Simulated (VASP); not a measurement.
# GaSb (F-43m) in VASP: notebook

Runs on GaSb. Level: PBEsol. Tasks: single point.

Program: VASP 6.6.1. These are calculated values, not measurements. Logs are shortened: lines on timing, memory, paths and dates and some standing lists are left out, and cuts for length are marked.

## Step 1: The cell of the first run

Symmetry: F-43m, No. 216, cubic system. Conventional cell: a = 6.049 Å, b = 6.049 Å, c = 6.049 Å, α = 90.00°, β = 90.00°, γ = 90.00°. Ga (site symmetry -43m) has 4 Sb at 2.62 Å within 3.5 Å. Sb (site symmetry -43m) has 4 Ga at 2.62 Å within 3.5 Å.

## Step 2: Single point, PBEsol (volume scaled by 0.97)

File INCAR:

```
SYSTEM = GaSb
PREC = Accurate
ENCUT = 520
EDIFF = 1E-6
ISMEAR = 0
SIGMA = 0.1
LREAL = .FALSE.
LASPH = .TRUE.
NELM = 100
ALGO = Normal
ISIF = 2
LWAVE = .FALSE.
LCHARG = .TRUE.
GGA = PS
LELF = .TRUE.
LVHAR = .TRUE.
NBANDS = 16
```

File KPOINTS:

```
regular mesh
0
G
  12 12 12
  0 0 0
```

File POSCAR:

```
GaSb
1.0
    0.0000000000      3.0247473707      3.0247473707
    3.0247473707      0.0000000000      3.0247473707
    3.0247473707      3.0247473707      0.0000000000
Ga Sb
1 1
Direct
    0.0000000000      0.0000000000      0.0000000000
    0.2500000000      0.2500000000      0.2500000000
```

Potentials or basis: VASP PAW PBE potentials, release 64 (Ga_d, Sb).

Launch:

```console
> cat potpaw_PBE.64/Ga_d/POTCAR potpaw_PBE.64/Sb/POTCAR > POTCAR
> mpirun -np 1 vasp_std > vasp.out
```

OUTCAR:

```text
SYSTEM = GaSb
   PREC = Accurate
   ENCUT = 520
   EDIFF = 1E-6
   ISMEAR = 0
   LREAL = .FALSE.
   LASPH = .TRUE.
   NELM = 100
   ISIF = 2
   GGA = PS

 ion  position               nearest neighbor table
   1  0.000  0.000  0.000-   2 2.62   2 2.62   2 2.62   2 2.62
   2  0.250  0.250  0.250-   1 2.62   1 2.62   1 2.62   1 2.62

  LATTYP: Found a face centered cubic cell.
 ALAT       =     6.0494947414

  Lattice vectors:

 A1 = (   0.0000000000,   3.0247473707,   3.0247473707)
 A2 = (   3.0247473707,   0.0000000000,   3.0247473707)
 A3 = (   3.0247473707,   3.0247473707,   0.0000000000)

Analysis of symmetry for initial positions (statically):
=====================================================================
 Subroutine PRICEL returns:
 Original cell was already a primitive cell.

 Routine SETGRP: Setting up the symmetry group for a
 face centered cubic supercell.

 Subroutine GETGRP returns: Found 24 space group operations
 (whereof 24 operations were pure point group operations)
 out of a pool of 48 trial point group operations.

The static configuration has the point symmetry T_d .

Analysis of symmetry for dynamics (positions and initial velocities):
=====================================================================
 Subroutine PRICEL returns:
 Original cell was already a primitive cell.

 Routine SETGRP: Setting up the symmetry group for a
 face centered cubic supercell.

 Subroutine GETGRP returns: Found 24 space group operations
 (whereof 24 operations were pure point group operations)
 out of a pool of 48 trial point group operations.

The dynamic configuration has the point symmetry T_d .

 Subroutine INISYM returns: Found 24 space group operations
 (whereof 24 operations are pure point group operations),
 and found     1 'primitive' translations

----------------------------------------------------------------------------------------

                                     Primitive cell

  volume of cell :      55.3474

  direct lattice vectors                    reciprocal lattice vectors
     0.000000000  3.024747371  3.024747371    -0.165303061  0.165303061  0.165303061
     3.024747371  0.000000000  3.024747371     0.165303061 -0.165303061  0.165303061
     3.024747371  3.024747371  0.000000000     0.165303061  0.165303061 -0.165303061

  length of vectors
     4.277638754  4.277638754  4.277638754     0.286313301  0.286313301  0.286313301

  position of ions in fractional coordinates (direct lattice)
     0.000000000  0.000000000  0.000000000
     0.250000000  0.250000000  0.250000000

  ion indices of the primitive-cell ions
   primitive index   ion index
                 1           1
                 2           2

----------------------------------------------------------------------------------------

 KPOINTS: regular mesh

Automatic generation of k-mesh.
 Grid dimensions read from file:
 generate k-points for:   12   12   12

 Generating k-lattice:

  Cartesian coordinates                     Fractional coordinates (reciprocal lattice)
    -0.013775255  0.013775255  0.013775255     0.083333333  0.000000000  0.000000000
     0.013775255 -0.013775255  0.013775255     0.000000000  0.083333333  0.000000000
     0.013775255  0.013775255 -0.013775255     0.000000000  0.000000000  0.083333333

  Length of vectors
     0.023859442  0.023859442  0.023859442

  Shift w.r.t. Gamma in fractional coordinates (k-lattice)
     0.000000000  0.000000000  0.000000000

 Subroutine IBZKPT returns following result:
 ===========================================

 Found     72 irreducible k-points:

 Following reciprocal coordinates:
            Coordinates               Weight
  0.000000  0.000000  0.000000      1.000000
  0.083333  0.000000  0.000000      8.000000
  0.166667  0.000000  0.000000      8.000000
  0.250000  0.000000  0.000000      8.000000
  0.333333  0.000000  0.000000      8.000000
  0.416667  0.000000  0.000000      8.000000
[... 16 lines left out ...]
  0.500000  0.166667  0.000000     24.000000
 -0.416667  0.166667  0.000000     24.000000
 [... further k-points ...]
   k-points           NKPTS =     72   k-points in BZ     NKDIM =     72   number of bands    NBANDS=     16
   number of dos      NEDOS =    301   number of ions     NIONS =      2
   total plane-waves  NPLWV =  32768
   dimension x,y,z NGX =    32 NGY =   32 NGZ =   32
   dimension x,y,z NGXF=    64 NGYF=   64 NGZF=   64
   ions per type =               1   1
   NGX,Y,Z   is equivalent  to a cutoff of  12.44, 12.44, 12.44 a.u.
   NGXF,Y,Z  is equivalent  to a cutoff of  24.87, 24.87, 24.87 a.u.
 SYSTEM =  GaSb
   PREC   = accura    normal or accurate (medium, high low for compatibility)
   ISTART =      0    job   : 0-new  1-cont  2-samecut
   ICHARG =      2    charge: 1-file 2-atom 10-const
   ISPIN  =      1    spin polarized calculation?
   LNONCOLLINEAR =      F non collinear calculations
   LSORBIT =      F    spin-orbit coupling
   LASPH  =      T    aspherical Exc in radial PAW
   ENCUT  =  520.0 eV  38.22 Ry    6.18 a.u.   7.95  7.95  7.95*2*pi/ulx,y,z
   NELM   =    100;   NELMIN=  2; NELMDL= -5     # of ELM steps
   EDIFF  = 0.1E-05   stopping-criterion for ELM
   LREAL  =      F    real-space projection
   EDIFFG = 0.1E-04   stopping-criterion for IOM
   NSW    =      0    number of steps for IOM
   IBRION =     -1    ionic relax: 0-MD 1-quasi-New 2-CG
   NFREE  =      0    steps in history (QN), initial steepest desc. (CG)
   ISIF   =      2    stress and relaxation
   ISYM   =      2    0-nonsym 1-usesym 2-fastsym
   POTIM  = 0.5000    time-step for ionic-motion
   TEBEG  =    0.0;   TEEND  =   0.0 temperature during run
   PSTRESS=    0.0 pullay stress
   NELECT =      18.0000    total number of electrons
   NUPDOWN=      -1.0000    fix difference up-down
   EMIN   =  10.00;   EMAX   =-10.00  energy-range for DOS
   EFERMI =   0.00;   METHOD = LEGACY
   ISMEAR =     0;   SIGMA  =   0.10  broadening in eV -4-tet -1-fermi 0-gaus
   EFERMI_NEDOS =   21; number of points for ismear=-14 and -15
   IALGO  =     38    algorithm
   IMIX   =      4    mixing-type and parameters
     AMIX     =   0.40;   BMIX     =  1.00
     AMIX_MAG =   1.60;   BMIX_MAG =  1.00
  volume/ion in A,a.u.               =      27.67       186.75
  Fermi-wavevector in a.u.,A,eV,Ry     =   1.125814  2.127480 17.244795  1.267457
  Thomas-Fermi vector in A             =   2.262493
   LORBIT       =      0    0 simple, 1 ext, 2 COOP (PROOUT), +10 PAW based schemes
   GGA     = PS    functional components
   LHFCALC =     F    Hartree Fock is set to
   AEXX    =    0.0000 exact exchange contribution
   IVDW    =     0    specifies the selected vdW correction
   LEPSILON=     F    determine dielectric tensor
   LRPA    =     F    only Hartree local field effects (RPA)
 non-spin polarized calculation
 Gauss-broadening in eV      SIGMA  =   0.10
  energy-cutoff  :      520.00
  volume of cell :       55.35
 maximum number of plane-waves:      1524
   NGX = 15   NGY = 15   NGZ = 15

 number of electron      17.9999989 magnetization

 Free energy of the ion-electron system (eV)
  ---------------------------------------------------
  ext. energy  EPLUGINS =         0.00000000
  ---------------------------------------------------
  free energy    TOTEN  =        -8.14522407 eV

  energy without entropy =       -8.14519540  energy(sigma->0) =       -8.14520974

 E-fermi :   5.2171     XC(G=0):  -9.4147

 val. band max:        5.0810421135   @ k =   0.0000   0.0000   0.0000
 cond. band min:       5.3148857383   @ k =   0.0000   0.0000   0.0000
 fundamental gap:      0.2338436248
 Fermi energy:         5.2171207347

 k-point     1 :       0.0000    0.0000    0.0000
  band No.  band energies     occupation
      1      -9.9859      2.00000
      2      -9.9859      2.00000
      3      -9.9859      2.00000
      4      -9.9301      2.00000
      5      -9.9301      2.00000
      6      -6.6634      2.00000
[... 8 lines left out ...]
     15      13.7482      0.00000
     16      13.7482      0.00000

 k-point     2 :       0.0833    0.0000    0.0000
  band No.  band energies     occupation
      1      -9.9882      2.00000
      2      -9.9850      2.00000
      3      -9.9850      2.00000
      4      -9.9302      2.00000
      5      -9.9302      2.00000
      6      -6.5886      2.00000
[... 8 lines left out ...]
     15      13.1689      0.00000
     16      13.1689      0.00000

 k-point     3 :       0.1667    0.0000    0.0000
  band No.  band energies     occupation
      1      -9.9944      2.00000
      2      -9.9824      2.00000
      3      -9.9824      2.00000
      4      -9.9305      2.00000
      5      -9.9305      2.00000
      6      -6.3685      2.00000
[... 8 lines left out ...]
     15      12.6700      0.00000
     16      12.6700      0.00000

 k-point     4 :       0.2500    0.0000    0.0000
  band No.  band energies     occupation
      1     -10.0027      2.00000
      2      -9.9792      2.00000
      3      -9.9792      2.00000
      4      -9.9306      2.00000
      5      -9.9306      2.00000
      6      -6.0185      2.00000
[... 8 lines left out ...]
     15      12.6536      0.00000
     16      12.6536      0.00000
[... 324 lines left out ...]
 k-point    22 :       0.4167    0.1667    0.0000
  band No.  band energies     occupation
      1     -10.0191      2.00000
      2      -9.9720      2.00000
      3      -9.9702      2.00000
      4      -9.9346      2.00000
      5      -9.9285      2.00000
      6      -5.1801      2.00000
[... 8 lines left out ...]
     15      14.4262      0.00000
     16      15.0420      0.00000

 k-point    23 :       0.5000    0.1667    0.0000
  band No.  band energies     occupation
      1     -10.0220      2.00000
      2      -9.9712      2.00000
      3      -9.9694      2.00000
      4      -9.9334      2.00000
      5      -9.9291      2.00000
      6      -4.8052      2.00000
[... 8 lines left out ...]
     15      14.9390      0.00000
     16      15.1058      0.00000

 k-point    24 :      -0.4167    0.1667    0.0000
  band No.  band energies     occupation
      1     -10.0219      2.00000
      2      -9.9712      2.00000
      3      -9.9700      2.00000
      4      -9.9320      2.00000
      5      -9.9303      2.00000
      6      -4.7423      2.00000
[... 8 lines left out ...]
     15      13.8137      0.00000
     16      14.2174      0.00000

 [... further k-points ...]
[... 5 lines left out ...]
  --------------------------------------------------------------------------------------
  -------------------------------------------------------------------------------------
  Total        0.6175527      0.6175527      0.6175527     -0.0000000      0.0000000      0.0000000
  in kB       17.8766984     17.8766984     17.8766984     -0.0000000      0.0000000      0.0000000
  external PRESSURE =      17.8766984 kB  Pullay stress =       0.0000000 kB

 VOLUME and BASIS-vectors are now :
 -----------------------------------------------------------------------------
  energy-cutoff  :      520.00
  volume of cell :       55.35
      direct lattice vectors                 reciprocal lattice vectors
     0.000000000  3.024747371  3.024747371    -0.165303061  0.165303061  0.165303061
     3.024747371  0.000000000  3.024747371     0.165303061 -0.165303061  0.165303061
     3.024747371  3.024747371  0.000000000     0.165303061  0.165303061 -0.165303061

 POSITION                                       TOTAL-FORCE (eV/Angst)
 -----------------------------------------------------------------------------------
      0.00000      0.00000      0.00000         0.000000      0.000000      0.000000
      1.51237      1.51237      1.51237        -0.000000     -0.000000     -0.000000
 -----------------------------------------------------------------------------------
    total drift:                                0.000000      0.000000      0.000001

  FREE ENERGIE OF THE ION-ELECTRON SYSTEM (eV)
  ---------------------------------------------------
  free  energy   TOTEN  =        -8.1452240680 eV

  energy  without entropy=       -8.1451954034  energy(sigma->0) =       -8.14520974
```

It took 1.7 min on 1 thread of AMD EPYC 7R13, shared host; peak memory 0.19 GiB.

What came out:

- Free energy: -8.1452 eV
- Pressure: 1.8 GPa
- Band gap on the k mesh: 0.23 eV, direct

Caveat: the cell differs from its parent crystal (volume scaled by 0.97); the PAW data sets were made with another functional, which shifts forces and pressure a little; spin-orbit coupling is left out, which moves the levels of the heavy elements. A k mesh can miss the band edges.

## Step 3: Single point, PBEsol

This run uses another cell than the first one, of 28.53 Å³/atom, 1.031 times its volume.

File INCAR:

```
PREC = Accurate
ENCUT = 520
EDIFF = 1E-7
ISMEAR = 0
SIGMA = 0.1
LREAL = F
LASPH = T
NELM = 60
ALGO = Normal
ISIF = 2
LWAVE = F
LCHARG = F
GGA = PS
NBANDS = 16
```

File KPOINTS:

```
regular mesh
0
Gamma
  12 12 12
```

File POSCAR:

```
GaSb
1.0
    0.0000000000      3.0556142717      3.0556142717
    3.0556142717      0.0000000000      3.0556142717
    3.0556142717      3.0556142717      0.0000000000
Ga Sb
1 1
Direct
    0.0000000000      0.0000000000      0.0000000000
    0.2500000000      0.2500000000      0.2500000000
```

Potentials or basis: VASP PAW PBE potentials, release 64 (Ga_d, Sb).

Launch:

```console
> cat potpaw_PBE.64/Ga_d/POTCAR potpaw_PBE.64/Sb/POTCAR > POTCAR
> mpirun -np 1 vasp_std > vasp.out
```

Wall time 96 s (1 thread of AMD EPYC 7R13, shared host); peak memory 0.19 GiB.

Results (log left out):

```yaml
Free_energy: -8.1551 eV
Pressure: 0.1 GPa
```

Levels at points of the mesh, in eV from the Fermi level:
```
           k point  band 6  band 7  band 8  band 9  band 10  band 11  band 12  band 13
(0.00, 0.00, 0.00)  -11.59   -0.06   -0.06   -0.06    -0.04     2.70     2.70     2.70
(0.50, 0.00, 0.00)   -9.95   -6.47   -1.22   -1.22     0.30     3.66     3.66     6.26
(0.50, 0.50, 0.00)   -9.11   -6.91   -2.66   -2.66     0.78     1.09     8.63     8.63
```

Caveat: the PAW data sets were made with another functional, which shifts forces and pressure a little; spin-orbit coupling is left out, which moves the levels of the heavy elements.

## Step 4: Single point, PBEsol (volume scaled by 1.03)

File INCAR:

```
ALGO = Normal
EDIFF = 1E-6
ENCUT = 520
GGA = PS
ISIF = 2
ISMEAR = 0
LASPH = True
LCHARG = True
LELF = True
LREAL = False
LVHAR = True
LWAVE = False
NBANDS = 16
NELM = 80
PREC = Accurate
SIGMA = 0.1
```

File KPOINTS:

```
k-points
0
Gamma
  12 12 12
```

File POSCAR:

```
GaSb
1.0
    0.0000000000      3.0858698460      3.0858698460
    3.0858698460      0.0000000000      3.0858698460
    3.0858698460      3.0858698460      0.0000000000
Ga Sb
1 1
Direct
    0.0000000000      0.0000000000      0.0000000000
    0.2500000000      0.2500000000      0.2500000000
```

Launch:

```console
> cat potpaw_PBE.64/Ga_d/POTCAR potpaw_PBE.64/Sb/POTCAR > POTCAR
> mpirun -np 1 vasp_std > vasp.out
```

Run time: 1.7 min. Hardware: 1 thread of AMD EPYC 7R13, shared host; peak memory 0.19 GiB.

Results (log left out):

- Free energy: -8.1483 eV
- Pressure: -1.3 GPa
- Band gap on the k mesh: zero (filled and empty bands touch)

Levels at points of the mesh, in eV from the Fermi level:
| k point | band 5 | band 6 | band 7 | band 8 | band 9 | band 10 | band 11 | band 12 | band 13 | band 14 |
| --- | --- | --- | --- | --- | --- | --- | --- | --- | --- | --- |
| (0.00, 0.00, 0.00) | -14.95 | -11.37 | -0.24 | -0.05 | -0.05 | -0.05 | 2.72 | 2.72 | 2.72 | 5.55 |
| (0.50, 0.00, 0.00) | -14.95 | -9.81 | -6.31 | -1.16 | -1.16 | 0.25 | 3.67 | 3.67 | 6.29 | 9.03 |
| (0.50, 0.50, 0.00) | -14.94 | -9.02 | -6.76 | -2.54 | -2.54 | 0.82 | 1.16 | 8.45 | 8.45 | 9.71 |

Caveat: the cell differs from its parent crystal (volume scaled by 1.03); the PAW data sets were made with another functional, which shifts forces and pressure a little; spin-orbit coupling is left out, which moves the levels of the heavy elements.

(Continued in part 2 of 2.)
